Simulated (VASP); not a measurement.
# In2C (Fm-3m) in VASP: notebook

Runs on In2C. Level: PBE. Tasks: single point, relaxation of cell and atoms.

Everything below comes from runs of VASP 6.6.1. Logs are shortened: lines on timing, memory, paths and dates and some standing lists are left out, and cuts for length are marked.

### 1 The cell of the first run

The structure is cubic, space group Fm-3m (No. 225). Conventional cell: a = 6.198 Å, b = 6.198 Å, c = 6.198 Å, α = 90.00°, β = 90.00°, γ = 90.00°. In (site symmetry -43m) has 4 C at 2.68 Å and 6 In at 3.10 Å within 3.5 Å. Within 3.5 Å of C (site symmetry m-3m) lie 8 In at 2.68 Å.

The cell was built from a structure type or drawn by symmetry, and may not be a known phase.

### 2 Single point, PBE

INCAR

```
SYSTEM = In2C
ALGO = Normal
EDIFF = 1E-7
ENCUT = 520
GGA = PE
ISIF = 2
ISMEAR = 0
LASPH = .TRUE.
LCHARG = .FALSE.
LREAL = .FALSE.
LWAVE = .FALSE.
NBANDS = 22
NELM = 60
PREC = Accurate
SIGMA = 0.1
```

KPOINTS

```
k-points
0
G
  6 6 6
  0 0 0
```

POSCAR

```
In2C
1.0
    0.0000000000      3.0988606413      3.0988606413
    3.0988606413      0.0000000000      3.0988606413
    3.0988606413      3.0988606413      0.0000000000
In C
2 1
Direct
    0.2500000000      0.2500000000      0.2500000000
    0.7500000000      0.7500000000      0.7500000000
    0.0000000000      0.0000000000      0.0000000000
```

Potentials or basis: VASP PAW PBE potentials, release 64 (In_d, C).

On the command line:

```bash
$ cat potpaw_PBE.64/In_d/POTCAR potpaw_PBE.64/C/POTCAR > POTCAR
$ mpirun -np 1 vasp_std > vasp.out
```

OUTCAR:

```text
SYSTEM = In2C
   EDIFF = 1E-7
   ENCUT = 520
   GGA = PE
   ISIF = 2
   ISMEAR = 0
   LASPH = .TRUE.
   LREAL = .FALSE.
   NELM = 60
   PREC = Accurate

 ion  position               nearest neighbor table
   1  0.250  0.250  0.250-   3 2.68   3 2.68   3 2.68   3 2.68   2 3.10   2 3.10   2 3.10   2 3.10
                             2 3.10   2 3.10
   2  0.750  0.750  0.750-   3 2.68   3 2.68   3 2.68   3 2.68   1 3.10   1 3.10   1 3.10   1 3.10
                             1 3.10   1 3.10
   3  0.000  0.000  0.000-   2 2.68   2 2.68   2 2.68   1 2.68   2 2.68   1 2.68   1 2.68   1 2.68

  LATTYP: Found a face centered cubic cell.
 ALAT       =     6.1977212826

  Lattice vectors:

 A1 = (   0.0000000000,   3.0988606413,   3.0988606413)
 A2 = (   3.0988606413,   0.0000000000,   3.0988606413)
 A3 = (   3.0988606413,   3.0988606413,   0.0000000000)

Analysis of symmetry for initial positions (statically):
=====================================================================
 Subroutine PRICEL returns:
 Original cell was already a primitive cell.

 Routine SETGRP: Setting up the symmetry group for a
 face centered cubic supercell.

 Subroutine GETGRP returns: Found 48 space group operations
 (whereof 48 operations were pure point group operations)
 out of a pool of 48 trial point group operations.

The static configuration has the point symmetry O_h .

Analysis of symmetry for dynamics (positions and initial velocities):
=====================================================================
 Subroutine PRICEL returns:
 Original cell was already a primitive cell.

 Routine SETGRP: Setting up the symmetry group for a
 face centered cubic supercell.

 Subroutine GETGRP returns: Found 48 space group operations
 (whereof 48 operations were pure point group operations)
 out of a pool of 48 trial point group operations.

The dynamic configuration has the point symmetry O_h .

 Subroutine INISYM returns: Found 48 space group operations
 (whereof 48 operations are pure point group operations),
 and found     1 'primitive' translations

----------------------------------------------------------------------------------------

                                     Primitive cell

  volume of cell :      59.5163

  direct lattice vectors                    reciprocal lattice vectors
     0.000000000  3.098860641  3.098860641    -0.161349624  0.161349624  0.161349624
     3.098860641  0.000000000  3.098860641     0.161349624 -0.161349624  0.161349624
     3.098860641  3.098860641  0.000000000     0.161349624  0.161349624 -0.161349624

  length of vectors
     4.382450747  4.382450747  4.382450747     0.279465747  0.279465747  0.279465747

  position of ions in fractional coordinates (direct lattice)
     0.250000000  0.250000000  0.250000000
     0.750000000  0.750000000  0.750000000
     0.000000000  0.000000000  0.000000000

  ion indices of the primitive-cell ions
   primitive index   ion index
                 1           1
                 2           2
                 3           3

----------------------------------------------------------------------------------------

 KPOINTS: k-points

Automatic generation of k-mesh.
 Grid dimensions read from file:
 generate k-points for:    6    6    6

 Generating k-lattice:

  Cartesian coordinates                     Fractional coordinates (reciprocal lattice)
    -0.026891604  0.026891604  0.026891604     0.166666667  0.000000000  0.000000000
     0.026891604 -0.026891604  0.026891604     0.000000000  0.166666667  0.000000000
     0.026891604  0.026891604 -0.026891604     0.000000000  0.000000000  0.166666667

  Length of vectors
     0.046577624  0.046577624  0.046577624

  Shift w.r.t. Gamma in fractional coordinates (k-lattice)
     0.000000000  0.000000000  0.000000000

 Subroutine IBZKPT returns following result:
 ===========================================

 Found     16 irreducible k-points:

 Following reciprocal coordinates:
            Coordinates               Weight
  0.000000  0.000000  0.000000      1.000000
  0.166667  0.000000  0.000000      8.000000
  0.333333  0.000000  0.000000      8.000000
  0.500000  0.000000  0.000000      4.000000
  0.166667  0.166667  0.000000      6.000000
  0.333333  0.166667  0.000000     24.000000
[... 8 lines left out ...]
 -0.333333  0.333333  0.166667     24.000000
 -0.333333  0.500000  0.166667     12.000000
   k-points           NKPTS =     16   k-points in BZ     NKDIM =     16   number of bands    NBANDS=     22
   number of dos      NEDOS =    301   number of ions     NIONS =      3
   total plane-waves  NPLWV =  46656
   dimension x,y,z NGX =    36 NGY =   36 NGZ =   36
   dimension x,y,z NGXF=    72 NGYF=   72 NGZF=   72
   ions per type =               2   1
   NGX,Y,Z   is equivalent  to a cutoff of  13.66, 13.66, 13.66 a.u.
   NGXF,Y,Z  is equivalent  to a cutoff of  27.31, 27.31, 27.31 a.u.
 SYSTEM =  In2C
   PREC   = accura    normal or accurate (medium, high low for compatibility)
   ISTART =      0    job   : 0-new  1-cont  2-samecut
   ICHARG =      2    charge: 1-file 2-atom 10-const
   ISPIN  =      1    spin polarized calculation?
   LNONCOLLINEAR =      F non collinear calculations
   LSORBIT =      F    spin-orbit coupling
   LASPH  =      T    aspherical Exc in radial PAW
   ENCUT  =  520.0 eV  38.22 Ry    6.18 a.u.   8.15  8.15  8.15*2*pi/ulx,y,z
   NELM   =     60;   NELMIN=  2; NELMDL= -5     # of ELM steps
   EDIFF  = 0.1E-06   stopping-criterion for ELM
   LREAL  =      F    real-space projection
   EDIFFG = 0.1E-05   stopping-criterion for IOM
   NSW    =      0    number of steps for IOM
   IBRION =     -1    ionic relax: 0-MD 1-quasi-New 2-CG
   NFREE  =      0    steps in history (QN), initial steepest desc. (CG)
   ISIF   =      2    stress and relaxation
   ISYM   =      2    0-nonsym 1-usesym 2-fastsym
   POTIM  = 0.5000    time-step for ionic-motion
   TEBEG  =    0.0;   TEEND  =   0.0 temperature during run
   PSTRESS=    0.0 pullay stress
   NELECT =      30.0000    total number of electrons
   NUPDOWN=      -1.0000    fix difference up-down
   EMIN   =  10.00;   EMAX   =-10.00  energy-range for DOS
   EFERMI =   0.00;   METHOD = LEGACY
   ISMEAR =     0;   SIGMA  =   0.10  broadening in eV -4-tet -1-fermi 0-gaus
   EFERMI_NEDOS =   21; number of points for ismear=-14 and -15
   IALGO  =     38    algorithm
   IMIX   =      4    mixing-type and parameters
     AMIX     =   0.40;   BMIX     =  1.00
     AMIX_MAG =   1.60;   BMIX_MAG =  1.00
  volume/ion in A,a.u.               =      19.84       133.88
  Fermi-wavevector in a.u.,A,eV,Ry     =   1.302876  2.462079 23.095710  1.697487
  Thomas-Fermi vector in A             =   2.433916
   LORBIT       =      0    0 simple, 1 ext, 2 COOP (PROOUT), +10 PAW based schemes
   GGA     = PE    functional components
   LHFCALC =     F    Hartree Fock is set to
   AEXX    =    0.0000 exact exchange contribution
   IVDW    =     0    specifies the selected vdW correction
   LEPSILON=     F    determine dielectric tensor
   LRPA    =     F    only Hartree local field effects (RPA)
 non-spin polarized calculation
 Gauss-broadening in eV      SIGMA  =   0.10
  energy-cutoff  :      520.00
  volume of cell :       59.52
 maximum number of plane-waves:      1639
 NGX is ok and might be reduce to    36
   NGX = 17   NGY = 17   NGZ = 17

 number of electron      29.9999994 magnetization

 Free energy of the ion-electron system (eV)
  ---------------------------------------------------
  ext. energy  EPLUGINS =         0.00000000
  ---------------------------------------------------
  free energy    TOTEN  =       -10.47288643 eV

  energy without entropy =      -10.45659784  energy(sigma->0) =      -10.46474213

 E-fermi :   7.5897     XC(G=0): -10.4729

 val. band max:        7.5404857494   @ k =  -0.3333   0.3333   0.1667
 cond. band min:       7.5935408142   @ k =   0.5000   0.3333   0.1667
 fundamental gap:      0.0530550648
 Fermi energy:         7.5896936570

 k-point     1 :       0.0000    0.0000    0.0000
  band No.  band energies     occupation
      1      -7.6603      2.00000
      2      -7.6603      2.00000
      3      -7.4669      2.00000
      4      -7.4669      2.00000
      5      -7.4669      2.00000
      6      -7.0159      2.00000
[... 14 lines left out ...]
     21      14.1035      0.00000
     22      14.1035      0.00000

 k-point     2 :       0.1667    0.0000    0.0000
  band No.  band energies     occupation
      1      -7.6102      2.00000
      2      -7.6102      2.00000
      3      -7.4572      2.00000
      4      -7.4312      2.00000
      5      -7.4312      2.00000
      6      -7.0464      2.00000
[... 14 lines left out ...]
     21      13.3567      0.00000
     22      13.8232      0.00000

 k-point     3 :       0.3333    0.0000    0.0000
  band No.  band energies     occupation
      1      -7.4691      2.00000
      2      -7.4691      2.00000
      3      -7.4120      2.00000
      4      -7.3387      2.00000
      5      -7.3387      2.00000
      6      -7.1371      2.00000
[... 14 lines left out ...]
     21      13.3030      0.00000
     22      15.4004      0.00000

 k-point     4 :       0.5000    0.0000    0.0000
  band No.  band energies     occupation
      1      -7.3556      2.00000
      2      -7.2841      2.00000
      3      -7.2841      2.00000
      4      -7.2658      2.00000
      5      -7.2658      2.00000
      6      -7.2176      2.00000
[... 14 lines left out ...]
     21      13.9122      0.00000
     22      15.0297      0.00000

 k-point     5 :       0.1667    0.1667    0.0000
  band No.  band energies     occupation
      1      -7.6493      2.00000
      2      -7.5494      2.00000
      3      -7.5046      2.00000
      4      -7.3968      2.00000
      5      -7.3968      2.00000
      6      -7.0650      2.00000
[... 14 lines left out ...]
     21      15.0531      0.00000
     22      15.0531      0.00000

 k-point     6 :       0.3333    0.1667    0.0000
  band No.  band energies     occupation
      1      -7.5913      2.00000
      2      -7.5052      2.00000
      3      -7.4133      2.00000
      4      -7.3194      2.00000
      5      -7.3114      2.00000
      6      -7.1366      2.00000
[... 14 lines left out ...]
     21      14.9242      0.00000
     22      15.9369      0.00000

 k-point     7 :       0.5000    0.1667    0.0000
  band No.  band energies     occupation
      1      -7.4481      2.00000
      2      -7.4394      2.00000
      3      -7.3293      2.00000
      4      -7.2543      2.00000
      5      -7.2330      2.00000
      6      -7.2284      2.00000
[... 14 lines left out ...]
     21      14.2883      0.00000
     22      16.2344      0.00000

 k-point     8 :      -0.3333    0.1667    0.0000
  band No.  band energies     occupation
      1      -7.4919      2.00000
      2      -7.4184      2.00000
      3      -7.3272      2.00000
      4      -7.2763      2.00000
      5      -7.2451      2.00000
      6      -7.2446      2.00000
[... 14 lines left out ...]
     21      13.7184      0.00000
     22      16.9484      0.00000

 k-point     9 :      -0.1667    0.1667    0.0000
  band No.  band energies     occupation
      1      -7.5908      2.00000
      2      -7.4796      2.00000
      3      -7.4588      2.00000
      4      -7.4007      2.00000
      5      -7.3337      2.00000
      6      -7.1279      2.00000
[... 14 lines left out ...]
     21      13.1795      0.00000
     22      16.4135      0.00000

 k-point    10 :       0.3333    0.3333    0.0000
  band No.  band energies     occupation
      1      -7.6271      2.00000
      2      -7.5769      2.00000
      3      -7.3318      2.00000
      4      -7.2648      2.00000
      5      -7.2515      2.00000
      6      -7.2515      2.00000
[... 14 lines left out ...]
     21      16.7276      0.00000
     22      16.7296      0.00000

 k-point    11 :       0.5000    0.3333    0.0000
  band No.  band energies     occupation
      1      -7.5720      2.00000
      2      -7.5603      2.00000
      3      -7.3861      2.00000
      4      -7.2285      2.00000
      5      -7.2236      2.00000
      6      -7.2164      2.00000
[... 14 lines left out ...]
     21      16.2080      0.00000
     22      16.3190      0.00000

 k-point    12 :      -0.3333    0.3333    0.0000
  band No.  band energies     occupation
      1      -7.4750      2.00000
      2      -7.4609      2.00000
      3      -7.4363      2.00000
      4      -7.2929      2.00000
      5      -7.2746      2.00000
      6      -7.1479      2.00000
[... 14 lines left out ...]
     21      15.7228      0.00000
     22      16.9832      0.00000

 k-point    13 :       0.5000    0.5000    0.0000
  band No.  band energies     occupation
      1      -7.6160      2.00000
      2      -7.6100      2.00000
      3      -7.4091      2.00000
      4      -7.2270      2.00000
      5      -7.2108      2.00000
      6      -7.2108      2.00000
[... 14 lines left out ...]
     21      16.5234      0.00000
     22      16.5234      0.00000

 k-point    14 :       0.5000    0.3333    0.1667
  band No.  band energies     occupation
      1      -7.5524      2.00000
      2      -7.5032      2.00000
      3      -7.3018      2.00000
      4      -7.2805      2.00000
      5      -7.2611      2.00000
      6      -7.2328      2.00000
[... 14 lines left out ...]
     21      15.8136      0.00000
     22      16.6606      0.00000

 k-point    15 :      -0.3333    0.3333    0.1667
  band No.  band energies     occupation
      1      -7.4664      2.00000
      2      -7.4524      2.00000
      3      -7.4506      2.00000
      4      -7.3312      2.00000
      5      -7.2027      2.00000
      6      -7.2022      2.00000
[... 14 lines left out ...]
     21      16.1332      0.00000
     22      17.2016      0.00000

 k-point    16 :      -0.3333    0.5000    0.1667
  band No.  band energies     occupation
      1      -7.5390      2.00000
      2      -7.5340      2.00000
      3      -7.4404      2.00000
      4      -7.3012      2.00000
      5      -7.2016      2.00000
      6      -7.1844      2.00000
[... 14 lines left out ...]
     21      16.7262      0.00000
     22      17.0719      0.00000

------------------------ aborting loop because EDIFF is reached ----------------------------------------

  FORCE on cell =-STRESS in cart. coord.  units (eV):
  Direction    XX          YY          ZZ          XY          YZ          ZX
  --------------------------------------------------------------------------------------
  -------------------------------------------------------------------------------------
  Total        0.0021810      0.0021810      0.0021810     -0.0000000     -0.0000000      0.0000000
  in kB        0.0587128      0.0587128      0.0587128     -0.0000000     -0.0000000      0.0000000
  external PRESSURE =       0.0587128 kB  Pullay stress =       0.0000000 kB

 VOLUME and BASIS-vectors are now :
 -----------------------------------------------------------------------------
  energy-cutoff  :      520.00
  volume of cell :       59.52
      direct lattice vectors                 reciprocal lattice vectors
     0.000000000  3.098860641  3.098860641    -0.161349624  0.161349624  0.161349624
     3.098860641  0.000000000  3.098860641     0.161349624 -0.161349624  0.161349624
     3.098860641  3.098860641  0.000000000     0.161349624  0.161349624 -0.161349624

 POSITION                                       TOTAL-FORCE (eV/Angst)
 -----------------------------------------------------------------------------------
      1.54943      1.54943      1.54943         0.000000      0.000000      0.000000
      4.64829      4.64829      4.64829        -0.000000     -0.000000     -0.000000
      0.00000      0.00000      0.00000         0.000000     -0.000000      0.000000
 -----------------------------------------------------------------------------------
    total drift:                                0.000000      0.000000      0.000000

  FREE ENERGIE OF THE ION-ELECTRON SYSTEM (eV)
  ---------------------------------------------------
  free  energy   TOTEN  =       -10.4728864289 eV

  energy  without entropy=      -10.4565978409  energy(sigma->0) =      -10.46474213
```

It took 30 s on 1 thread of AMD EPYC 7R43 (Zen 3), shared host; peak memory 0.17 GiB.

Results:

| Item | Value |
| --- | --- |
| Free energy | -10.4729 eV |
| Pressure | 0.0 GPa |
| Band gap on the k mesh | zero (bands 15 and 16 overlap by 1.19 eV) |

Caveat: spin-orbit coupling is left out, which moves the levels of the heavy elements.

### 3 Relaxation of cell and atoms, PBE

This run uses another cell than the first one, of 23.19 Å³/atom.

INCAR

```
SYSTEM = In2C
ALGO     = Normal         ! electronic algorithm
EDIFF    = 1E-7           ! SCF threshold, eV
EDIFFG   = -0.04          ! ionic threshold
ENCUT    = 600            ! plane-wave cutoff, eV
GGA      = PE             ! functional
IBRION   = 2              ! ionic algorithm
ISIF     = 3              ! what is computed and relaxed
ISMEAR   = 0              ! smearing method
LASPH    = .True.         ! aspherical terms in the spheres
LCHARG   = .False.        ! write CHGCAR
LREAL    = .False.        ! projectors in reciprocal space
LWAVE    = .False.        ! write WAVECAR
NELM     = 100            ! most SCF steps
NSW      = 90             ! ionic steps
PREC     = Accurate       ! precision mode
SIGMA    = 0.1            ! smearing width, eV
```

KPOINTS

```
k-points
0
Gamma
  4 4 4
  0 0 0
```

POSCAR

```
In2C
1.0
    0.0000000000      3.2645178500      3.2645178500
    3.2645178500      0.0000000000      3.2645178500
    3.2645178500      3.2645178500      0.0000000000
In C
2 1
Direct
    0.2500000000      0.2500000000      0.2500000000
    0.7500000000      0.7500000000      0.7500000000
    0.0000000000      0.0000000000      0.0000000000
```

Potentials or basis: VASP PAW PBE potentials, release 64 (In_d, C).

On the command line:

```bash
$ cat potpaw_PBE.64/In_d/POTCAR potpaw_PBE.64/C/POTCAR > POTCAR
$ mpirun -np 1 vasp_std > vasp.out
```

Run time: 43 s. Hardware: 1 thread of AMD EPYC 7R43 (Zen 3), shared host; peak memory 0.21 GiB.

The run converged. Its results:

* Free energy: -10.8947 eV
* Relaxed volume: 19.52 Å³/atom
* Relaxed cell: a = 4.359 Å, b = 4.359 Å, c = 4.359 Å, α = 60.00°, β = 60.00°, γ = 60.00°
* Space group after relaxing (to 0.1 Å): Fm-3m (No. 225)
* Energy gained by relaxing: 107.8 meV/atom
* Ionic steps: 2
* Pressure after relaxing: 0.1 GPa
* Band gap on the k mesh: zero (bands 15 and 16 overlap by 2.41 eV)

The path:
```csv
step,energy change (eV),largest force (eV/Å),pressure (GPa),volume (Å³)
1,0.0000,0.0000,-7.99,69.58
2,-0.3234,0.0000,0.10,58.56
```

Final structure:
```yaml
crystal:
  lattice:
    - [0.00000, 3.08225, 3.08225]
    - [3.08225, 0.00000, 3.08225]
    - [3.08225, 3.08225, 0.00000]
  atoms:
    - { symbol: In, position: [0.25000, 0.25000, 0.25000] }
    - { symbol: In, position: [0.75000, 0.75000, 0.75000] }
    - { symbol: C, position: [0.00000, 0.00000, 0.00000] }
```

Levels at points of the mesh, in eV from the Fermi level:
| k point | band 13 | band 14 | band 15 | band 16 | band 17 | band 18 |
| --- | --- | --- | --- | --- | --- | --- |
| (0.00, 0.00, 0.00) | -0.91 | -0.91 | -0.91 | 1.70 | 1.70 | 1.70 |
| (0.50, 0.00, 0.00) | -2.81 | -1.73 | -1.73 | 2.65 | 2.65 | 3.07 |
| (0.50, 0.50, 0.00) | -3.32 | -3.32 | -1.94 | -0.78 | 3.23 | 4.91 |

Caveat: the k points lie up to 0.44 Å⁻¹ apart in the final cell, too coarse for converged energies and pressures of a metal; the volume moved by over 15 % at a fixed basis, so the end points are rough; spin-orbit coupling is left out, which moves the levels of the heavy elements.

[end of part 1 of 2]
